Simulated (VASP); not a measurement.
# PbS (Fm-3m) in VASP: further runs

PbS is run at these levels: PBE; tasks: single point.

All numbers are computed with VASP 6.6.1; they aren't measurements. Logs are shortened: lines on timing, memory, paths and dates and some standing lists are left out, and cuts for length are marked.

## 1. The cell of the first run

It takes space group Fm-3m (No. 225, cubic). The conventional cell has a = 5.885 Å, b = 5.885 Å, c = 5.885 Å, α = 90.00°, β = 90.00°, γ = 90.00°. Within 3.9 Å of Pb (site symmetry m-3m) lie 6 S at 2.94 Å. S (site symmetry m-3m) has 6 Pb at 2.94 Å within 3.9 Å.

## 2. Single point, PBE (volume changed by -6%)

File INCAR:

```
PREC = Accurate
ENCUT = 520
EDIFF = 1E-6
ISMEAR = 0
SIGMA = 0.01
LREAL = F
LASPH = T
NELM = 100
ALGO = Normal
ISIF = 2
LWAVE = F
LCHARG = F
GGA = PE
NBANDS = 17
```

File KPOINTS:

```
Automatic mesh
0
Gamma
  6 6 6
```

File POSCAR:

```
PbS
1.0
    0.0000000000      2.9425265800      2.9425265800
    2.9425265800      0.0000000000      2.9425265800
    2.9425265800      2.9425265800      0.0000000000
Pb S
1 1
Direct
    0.0000000000      0.0000000000      0.0000000000
    0.5000000000      0.5000000000      0.5000000000
```

Potentials or basis: VASP PAW PBE potentials, release 64 (Pb_d, S).

The run is started by

```console
> cat potpaw_PBE.64/Pb_d/POTCAR potpaw_PBE.64/S/POTCAR > POTCAR
> mpirun -np 1 vasp_std > vasp.out
```

OUTCAR:

```text
PREC = Accurate
   ENCUT = 520
   EDIFF = 1E-6
   ISMEAR = 0
   LREAL = F
   LASPH = T
   NELM = 100
   ISIF = 2
   GGA = PE

 ion  position               nearest neighbor table
   1  0.000  0.000  0.000-   2 2.94   2 2.94   2 2.94   2 2.94   2 2.94   2 2.94
   2  0.500  0.500  0.500-   1 2.94   1 2.94   1 2.94   1 2.94   1 2.94   1 2.94

  LATTYP: Found a face centered cubic cell.
 ALAT       =     5.8850531600

  Lattice vectors:

 A1 = (   0.0000000000,   2.9425265800,   2.9425265800)
 A2 = (   2.9425265800,   0.0000000000,   2.9425265800)
 A3 = (   2.9425265800,   2.9425265800,   0.0000000000)

Analysis of symmetry for initial positions (statically):
=====================================================================
 Subroutine PRICEL returns:
 Original cell was already a primitive cell.

 Routine SETGRP: Setting up the symmetry group for a
 face centered cubic supercell.

 Subroutine GETGRP returns: Found 48 space group operations
 (whereof 48 operations were pure point group operations)
 out of a pool of 48 trial point group operations.

The static configuration has the point symmetry O_h .

Analysis of symmetry for dynamics (positions and initial velocities):
=====================================================================
 Subroutine PRICEL returns:
 Original cell was already a primitive cell.

 Routine SETGRP: Setting up the symmetry group for a
 face centered cubic supercell.

 Subroutine GETGRP returns: Found 48 space group operations
 (whereof 48 operations were pure point group operations)
 out of a pool of 48 trial point group operations.

The dynamic configuration has the point symmetry O_h .

 Subroutine INISYM returns: Found 48 space group operations
 (whereof 48 operations are pure point group operations),
 and found     1 'primitive' translations

----------------------------------------------------------------------------------------

                                     Primitive cell

  volume of cell :      50.9555

  direct lattice vectors                    reciprocal lattice vectors
     0.000000000  2.942526580  2.942526580    -0.169921999  0.169921999  0.169921999
     2.942526580  0.000000000  2.942526580     0.169921999 -0.169921999  0.169921999
     2.942526580  2.942526580  0.000000000     0.169921999  0.169921999 -0.169921999

  length of vectors
     4.161360997  4.161360997  4.161360997     0.294313536  0.294313536  0.294313536

  position of ions in fractional coordinates (direct lattice)
     0.000000000  0.000000000  0.000000000
     0.500000000  0.500000000  0.500000000

  ion indices of the primitive-cell ions
   primitive index   ion index
                 1           1
                 2           2

----------------------------------------------------------------------------------------

 KPOINTS: Automatic mesh

Automatic generation of k-mesh.
 Grid dimensions read from file:
 generate k-points for:    6    6    6

 Generating k-lattice:

  Cartesian coordinates                     Fractional coordinates (reciprocal lattice)
    -0.028320333  0.028320333  0.028320333     0.166666667  0.000000000  0.000000000
     0.028320333 -0.028320333  0.028320333     0.000000000  0.166666667  0.000000000
     0.028320333  0.028320333 -0.028320333     0.000000000  0.000000000  0.166666667

  Length of vectors
     0.049052256  0.049052256  0.049052256

  Shift w.r.t. Gamma in fractional coordinates (k-lattice)
     0.000000000  0.000000000  0.000000000

 Subroutine IBZKPT returns following result:
 ===========================================

 Found     16 irreducible k-points:

 Following reciprocal coordinates:
            Coordinates               Weight
  0.000000  0.000000  0.000000      1.000000
  0.166667  0.000000  0.000000      8.000000
  0.333333  0.000000  0.000000      8.000000
  0.500000  0.000000  0.000000      4.000000
  0.166667  0.166667  0.000000      6.000000
  0.333333  0.166667  0.000000     24.000000
[... 8 lines left out ...]
 -0.333333  0.333333  0.166667     24.000000
 -0.333333  0.500000  0.166667     12.000000
   k-points           NKPTS =     16   k-points in BZ     NKDIM =     16   number of bands    NBANDS=     17
   number of dos      NEDOS =    301   number of ions     NIONS =      2
   total plane-waves  NPLWV =  32768
   dimension x,y,z NGX =    32 NGY =   32 NGZ =   32
   dimension x,y,z NGXF=    64 NGYF=   64 NGZF=   64
   ions per type =               1   1
   NGX,Y,Z   is equivalent  to a cutoff of  12.78, 12.78, 12.78 a.u.
   NGXF,Y,Z  is equivalent  to a cutoff of  25.57, 25.57, 25.57 a.u.
 SYSTEM =  unknown system
   PREC   = accura    normal or accurate (medium, high low for compatibility)
   ISTART =      0    job   : 0-new  1-cont  2-samecut
   ICHARG =      2    charge: 1-file 2-atom 10-const
   ISPIN  =      1    spin polarized calculation?
   LNONCOLLINEAR =      F non collinear calculations
   LSORBIT =      F    spin-orbit coupling
   LASPH  =      T    aspherical Exc in radial PAW
   ENCUT  =  520.0 eV  38.22 Ry    6.18 a.u.   7.74  7.74  7.74*2*pi/ulx,y,z
   NELM   =    100;   NELMIN=  2; NELMDL= -5     # of ELM steps
   EDIFF  = 0.1E-05   stopping-criterion for ELM
   LREAL  =      F    real-space projection
   EDIFFG = 0.1E-04   stopping-criterion for IOM
   NSW    =      0    number of steps for IOM
   IBRION =     -1    ionic relax: 0-MD 1-quasi-New 2-CG
   NFREE  =      0    steps in history (QN), initial steepest desc. (CG)
   ISIF   =      2    stress and relaxation
   ISYM   =      2    0-nonsym 1-usesym 2-fastsym
   POTIM  = 0.5000    time-step for ionic-motion
   TEBEG  =    0.0;   TEEND  =   0.0 temperature during run
   PSTRESS=    0.0 pullay stress
   NELECT =      20.0000    total number of electrons
   NUPDOWN=      -1.0000    fix difference up-down
   EMIN   =  10.00;   EMAX   =-10.00  energy-range for DOS
   EFERMI =   0.00;   METHOD = LEGACY
   ISMEAR =     0;   SIGMA  =   0.01  broadening in eV -4-tet -1-fermi 0-gaus
   EFERMI_NEDOS =   21; number of points for ismear=-14 and -15
   IALGO  =     38    algorithm
   IMIX   =      4    mixing-type and parameters
     AMIX     =   0.40;   BMIX     =  1.00
     AMIX_MAG =   1.60;   BMIX_MAG =  1.00
  volume/ion in A,a.u.               =      25.48       171.93
  Fermi-wavevector in a.u.,A,eV,Ry     =   1.198637  2.265096 19.547915  1.436731
  Thomas-Fermi vector in A             =   2.334521
   LORBIT       =      0    0 simple, 1 ext, 2 COOP (PROOUT), +10 PAW based schemes
   GGA     = PE    functional components
   LHFCALC =     F    Hartree Fock is set to
   AEXX    =    0.0000 exact exchange contribution
   IVDW    =     0    specifies the selected vdW correction
   LEPSILON=     F    determine dielectric tensor
   LRPA    =     F    only Hartree local field effects (RPA)
 non-spin polarized calculation
 Gauss-broadening in eV      SIGMA  =   0.01
  energy-cutoff  :      520.00
  volume of cell :       50.96
 maximum number of plane-waves:      1384
   NGX = 15   NGY = 15   NGZ = 15

 number of electron      19.9999996 magnetization

 Free energy of the ion-electron system (eV)
  ---------------------------------------------------
  ext. energy  EPLUGINS =         0.00000000
  ---------------------------------------------------
  free energy    TOTEN  =        -8.73512258 eV

  energy without entropy =       -8.73512258  energy(sigma->0) =       -8.73512258

 E-fermi :   6.2157     XC(G=0):  -9.7948

 val. band max:        6.1642644076   @ k =   0.5000   0.0000   0.0000
 cond. band min:       6.4394610711   @ k =   0.5000   0.0000   0.0000
 fundamental gap:      0.2751966635
 Fermi energy:         6.2156772256

 k-point     1 :       0.0000    0.0000    0.0000
  band No.  band energies     occupation
      1     -10.7265      2.00000
      2     -10.7265      2.00000
      3     -10.7265      2.00000
      4     -10.7107      2.00000
      5     -10.7107      2.00000
      6      -7.6797      2.00000
[... 9 lines left out ...]
     16      12.8048      0.00000
     17      14.7221      0.00000

 k-point     2 :       0.1667    0.0000    0.0000
  band No.  band energies     occupation
      1     -10.7253      2.00000
      2     -10.7248      2.00000
      3     -10.7248      2.00000
      4     -10.7085      2.00000
      5     -10.7085      2.00000
      6      -7.4373      2.00000
[... 9 lines left out ...]
     16      13.4248      0.00000
     17      16.6536      0.00000

 k-point     3 :       0.3333    0.0000    0.0000
  band No.  band energies     occupation
      1     -10.7397      2.00000
      2     -10.7397      2.00000
      3     -10.7240      2.00000
      4     -10.6856      2.00000
      5     -10.6856      2.00000
      6      -6.8190      2.00000
[... 9 lines left out ...]
     16      14.8397      0.00000
     17      18.5197      0.00000

 k-point     4 :       0.5000    0.0000    0.0000
  band No.  band energies     occupation
      1     -10.7479      2.00000
      2     -10.7479      2.00000
      3     -10.7237      2.00000
      4     -10.6733      2.00000
      5     -10.6733      2.00000
      6      -6.3798      2.00000
[... 9 lines left out ...]
     16      16.2167      0.00000
     17      16.7320      0.00000
[... 183 lines left out ...]
      1     -10.8005      2.00000
      2     -10.7277      2.00000
      3     -10.7164      2.00000
      4     -10.6824      2.00000
      5     -10.6777      2.00000
      6      -6.3211      2.00000
[... 9 lines left out ...]
     16      16.7783      0.00000
     17      17.1435      0.00000

 k-point    15 :      -0.3333    0.3333    0.1667
  band No.  band energies     occupation
      1     -10.8128      2.00000
      2     -10.7220      2.00000
      3     -10.7051      2.00000
      4     -10.7024      2.00000
      5     -10.6676      2.00000
      6      -6.0034      2.00000
[... 9 lines left out ...]
     16      17.5283      0.00000
     17      17.9657      0.00000

 k-point    16 :      -0.3333    0.5000    0.1667
  band No.  band energies     occupation
      1     -10.8508      2.00000
      2     -10.7320      2.00000
      3     -10.7011      2.00000
      4     -10.6845      2.00000
      5     -10.6596      2.00000
      6      -5.8768      2.00000
[... 9 lines left out ...]
     16      18.0471      0.00000
     17      18.3688      0.00000

------------------------ aborting loop because EDIFF is reached ----------------------------------------

  FORCE on cell =-STRESS in cart. coord.  units (eV):
  Direction    XX          YY          ZZ          XY          YZ          ZX
  --------------------------------------------------------------------------------------
  -------------------------------------------------------------------------------------
  Total        1.1646977      1.1646977      1.1646977      0.0000000      0.0000000     -0.0000000
  in kB       36.6212042     36.6212042     36.6212042      0.0000000      0.0000000     -0.0000000
  external PRESSURE =      36.6212042 kB  Pullay stress =       0.0000000 kB

 VOLUME and BASIS-vectors are now :
 -----------------------------------------------------------------------------
  energy-cutoff  :      520.00
  volume of cell :       50.96
      direct lattice vectors                 reciprocal lattice vectors
     0.000000000  2.942526580  2.942526580    -0.169921999  0.169921999  0.169921999
     2.942526580  0.000000000  2.942526580     0.169921999 -0.169921999  0.169921999
     2.942526580  2.942526580  0.000000000     0.169921999  0.169921999 -0.169921999

 POSITION                                       TOTAL-FORCE (eV/Angst)
 -----------------------------------------------------------------------------------
      0.00000      0.00000      0.00000         0.000000     -0.000000     -0.000000
      2.94253      2.94253      2.94253        -0.000000      0.000000      0.000000
 -----------------------------------------------------------------------------------
    total drift:                                0.000000     -0.000000     -0.000000

  FREE ENERGIE OF THE ION-ELECTRON SYSTEM (eV)
  ---------------------------------------------------
  free  energy   TOTEN  =        -8.7351225827 eV

  energy  without entropy=       -8.7351225827  energy(sigma->0) =       -8.73512258
```

Run time: 28 s. Hardware: 1 thread of AMD EPYC 7R13, shared host; peak memory 0.14 GiB.

Results:

| Property | Result |
| --- | --- |
| Free energy | -8.7351 eV |
| Pressure | 3.7 GPa |
| Band gap on the k mesh | 0.28 eV, direct |

Caveat: spin-orbit coupling is left out, which moves the levels of the heavy elements.

## 3. Single point, PBE (volume changed by -3%)

File INCAR:

```
  PREC = Accurate
  ENCUT = 520
  EDIFF = 1E-7
  ISMEAR = 0
  SIGMA = 0.01
  LREAL = F
  LASPH = T
  NELM = 60
  ALGO = Normal
  ISIF = 2
  LWAVE = F
  LCHARG = F
  GGA = PE
  NBANDS = 17
```

File KPOINTS:

```
regular mesh
0
Gamma
  6 6 6
```

File POSCAR:

```
PbS
1.0
    0.0000000000      2.9735028203      2.9735028203
    2.9735028203      0.0000000000      2.9735028203
    2.9735028203      2.9735028203      0.0000000000
Pb S
1 1
Direct
    0.0000000000      0.0000000000      0.0000000000
    0.5000000000      0.5000000000      0.5000000000
```

Potentials or basis: VASP PAW PBE potentials, release 64 (Pb_d, S).

The run is started by

```console
> cat potpaw_PBE.64/Pb_d/POTCAR potpaw_PBE.64/S/POTCAR > POTCAR
> mpirun -np 1 vasp_std > vasp.out
```

Wall time 27 s (1 thread of AMD EPYC 7R13, shared host); peak memory 0.15 GiB.

It converged, with:

```
Free energy            : -8.7626 eV
Pressure               : 1.7 GPa
Band gap on the k mesh : 0.39 eV, direct
```

Levels at points of the mesh, in eV from the valence-band top:
| k point | band 7 | band 8 | band 9 | band 10 | band 11 | band 12 | band 13 | band 14 |
| --- | --- | --- | --- | --- | --- | --- | --- | --- |
| (0.00, 0.00, 0.00) | -6.04 | -2.13 | -2.13 | -2.13 | 5.20 | 5.20 | 5.20 | 6.76 |
| (0.50, 0.00, 0.00) | -8.79 | -1.74 | -1.74 | 0.00 | 0.39 | 1.99 | 1.99 | 8.66 |
| (0.50, 0.50, 0.00) | -7.18 | -5.12 | -3.38 | -3.38 | 3.91 | 5.56 | 5.66 | 5.66 |

Caveat: spin-orbit coupling is left out, which moves the levels of the heavy elements. A k mesh can miss the band edges.
